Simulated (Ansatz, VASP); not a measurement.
One calculation of Ti, two programs

```
Ti
1.0
     2.89997    0.00000    0.00000
    -1.44998    2.51145    0.00000
     0.00000    0.00000   22.31167
Ti
4
Direct
  0.66667 0.33333 0.17928
  0.33333 0.66667 0.28215
  0.66667 0.33333 0.38870
  0.33333 0.66667 0.48457
```

Alike in both runs: task single point; functional PBEsol; k mesh 9 × 9 × 1; occupations gaussian, width 0.1 eV; no spin polarisation.

|  | VASP | Ansatz |
| --- | --- | --- |
| version | VASP 6.6.1 | Ansatz 0.2.0 |
| potentials or method | VASP PAW PBE potentials, release 64 (Ti_sv), cutoff 400 eV | scalar-relativistic, plane waves, PAW |
| valence electrons in the cell | 48 | 48 |

|  | VASP | Ansatz | Ansatz less VASP |
| --- | --- | --- | --- |
| gap on the k mesh at the Fermi level (eV) | none | none | - |
| rms of the force components (eV/Å) | 0.239 | 0.239 | -0.0006 |

VASP's potentials were made for PBE, not for PBEsol, and Ansatz warns of the same on its side. Atom by atom the forces differ by 0.004 eV/Å (rms over components). A gap of «none» marks a metal or a gap that the smearing closes.
